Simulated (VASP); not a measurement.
Os: single point with PBEsol

Crystal: Os.

```
Os
1.0
     2.66896    0.00000    0.00000
    -1.33448    2.31139    0.00000
     0.00000    0.00000    4.23335
Os
2
Cartesian
  0.0000 1.5409 1.0583
  1.3345 0.7705 3.1750
```

```yaml
Program: VASP 6.6.1
Task: single point
Functional: PBEsol
Potentials_or_basis: VASP PAW PBE potentials, release 64 (Os)
Cutoff: 520 eV
k_mesh: 18 × 18 × 10
Occupations: gaussian, width 0.1 eV
Spin: no spin polarisation
```

```yaml
Pressure: 32.5 GPa
Band_gap_on_the_k_mesh: zero (bands 8 and 9 overlap by 4.44 eV)
```

Levels at points of the mesh, in eV from the Fermi level:
```
           k point  band 6  band 7  band 8  band 9  band 10  band 11
(0.00, 0.00, 0.00)   -2.46   -2.46   -1.68   -1.68    -0.02     1.88
(0.50, 0.00, 0.00)   -2.84   -2.09    2.35    2.97     3.06     4.93
(0.00, 0.00, 0.50)   -3.59   -3.59   -3.59    1.02     1.02     1.02
(0.50, 0.00, 0.50)   -1.32   -0.17   -0.17    2.72     2.72     3.65
```

Wall time 42 s on 1 thread of Intel(R) Xeon(R) Platinum 8488C (Sapphire Rapids), with other jobs on the host, peak memory 0.2 GiB.

Caveat: the cell stands under pressure; the PAW data sets were made with another functional, which shifts forces and pressure a little; spin-orbit coupling is left out, which moves the levels of the heavy elements.
